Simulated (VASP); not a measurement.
A run of VASP 6.6.1 is set up as follows.

INCAR

```
SYSTEM = Si
PREC = Accurate
ENCUT = 520
EDIFF = 1E-8
ISMEAR = -1
SIGMA = 0.08
LREAL = .FALSE.
LASPH = .TRUE.
NELM = 100
ALGO = Normal
ISIF = 2
LWAVE = .FALSE.
LCHARG = .FALSE.
GGA = CA
LEFG = .TRUE.
NBANDS = 11
```

KPOINTS

```
regular mesh
0
G
  11 11 11
  0 0 0
```

Contents of POSCAR:

```
Si
1.0
   -0.0543094000      2.6883153000      2.6883153000
    2.6883153000     -0.0543094000      2.6883153000
    2.6883153000      2.6883153000     -0.0543094000
Si
2
Direct
    0.5000000000      0.5000000000      0.5000000000
    0.7500000000      0.7500000000      0.7500000000
```

Potentials or basis: VASP PAW LDA potentials, release 64 (Si).

Run with:

```console
$ cat potpaw_LDA.64/Si/POTCAR > POTCAR
$ mpirun -np 1 vasp_std > vasp.out
```

Problem. What does it give for the pressure?

Solution. -1.3 GPa.

Problem. Predict the band gap on the k mesh.

Solution. 0.42 eV, indirect (least direct gap 2.33 eV).

Stress tensor (GPa, compression positive):
```
-1.32  2.11  2.11
 2.11 -1.32  2.11
 2.11  2.11 -1.32
```

Caveat: the cell differs from its parent crystal (equal xy, yz and zx shear strains of -2 %); without QUAD_EFG the Cq values of the log hold for a quadrupole moment of 1 mb, not for the nuclei. A k mesh can miss the band edges.
